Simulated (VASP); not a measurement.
Eu:

```
CELL_PARAMETERS angstrom
-2.30300 2.30300 2.30300
2.30300 -2.30300 2.30300
2.30300 2.30300 -2.30300
ATOMIC_POSITIONS crystal
Eu 0.00000 0.00000 0.00000
```

Base run:

| Item | Value |
| --- | --- |
| Program | VASP 6.6.1 |
| Functional | PBE |
| Potentials or basis | VASP PAW PBE potentials, release 64 (Eu) |
| Cutoff | 520 eV |
| k mesh | 7 × 7 × 7 |
| Occupations | fermi-dirac, width 0.05 eV |
| Spin | collinear spin, ferromagnetic start |
| Starting moments | [10.5] μB |
| Fixed moment | 10.5 μB |

Its results: pressure -6.0 GPa; site moments Eu +8.26 μB.

**Question.** The run is repeated on the same cell with these changes: fixed moment from 10.5 μB to 8.8 μB; moments at the start from [10.5] to [8.8]. What comes out?

**Answer.** Pressure -2.2 GPa; site moments Eu +6.99 μB.

Caveats: the total moment is fixed, so each spin has its own Fermi level.
